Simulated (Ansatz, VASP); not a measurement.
## Two plane-wave programs on RbBr

```
Rb Br
1.0
     5.93149    0.00000    0.00000
    -2.96575    5.13682    0.00000
     0.00000    0.00000    6.95697
Rb Br
2 2
Direct
  0.33333 0.66667 0.93751
  0.66667 0.33333 0.43751
  0.33333 0.66667 0.43749
  0.66667 0.33333 0.93749
```

Alike in both runs: task single point; functional PBE; k mesh 6 × 6 × 4; no spin polarisation.

```csv
,VASP,Ansatz
version,VASP 6.6.1,Ansatz 0.2.0
potentials or method,"VASP PAW PBE potentials, release 64 (Rb_sv, Br)","plane waves, PAW"
plane-wave cutoff (eV),520,420
occupations,"gaussian, width 0.01 eV",fixed
valence electrons in the cell,32,32
```

|  | VASP | Ansatz | Ansatz less VASP |
| --- | --- | --- | --- |
| gap on the k mesh at the Fermi level (eV) | 4.03 | 4.03 | +0.001 |
| pressure (GPa) | 0.0 | 0.0 | -0.02 |

Ansatz's warnings: structure snapped to symmetry.
